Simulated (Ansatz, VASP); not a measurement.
## One calculation of CsPbCl3, two programs

```xyz
5
Lattice="5.4649 0.0000 0.0000 0.0000 5.4649 0.0000 0.0000 0.0000 5.8853" Properties=species:S:1:pos:R:3 pbc="T T T"
Cs    0.0000    0.0000    0.0000
Pb    2.7324    2.7324    2.9426
Cl    0.0000    2.7324    2.9426
Cl    2.7324    0.0000    2.9426
Cl    2.7324    2.7324    0.0000
```

Change from the starting cell: strain -0.025 along x and y, +0.050 along z, atoms carried along.

Alike in both runs: task single point; functional PBEsol; k mesh 6 × 6 × 6; occupations gaussian, width 0.05 eV; no spin polarisation.

```csv
,VASP,Ansatz
version,VASP 6.6.1,Ansatz 0.2.0
potentials or method,"VASP PAW PBE potentials, release 64 (Cs_sv, Pb_d, Cl), cutoff 520 eV","scalar-relativistic, plane waves, PAW"
valence electrons in the cell,44,44
```

Ansatz gave:

| Property | Result |
| --- | --- |
| gap on the k mesh at the Fermi level (eV) | 1.38 |
| least direct gap on the mesh (eV) | 1.38 |
| pressure (GPa) | 0.6 |
| traceless stress, the component that is largest in VASP (GPa) | -2.35 |

Problem. Estimate VASP's values.

Solution. gap on the k mesh at the Fermi level (eV): 1.38; least direct gap on the mesh (eV): 1.38; pressure (GPa): 0.5; traceless stress, the component that is largest in VASP (GPa): -2.35.

VASP's potentials were made for PBE, not for PBEsol. The functional is the same, so the differences come from potentials, cutoffs and numerics.

Neither program's run includes spin-orbit coupling.
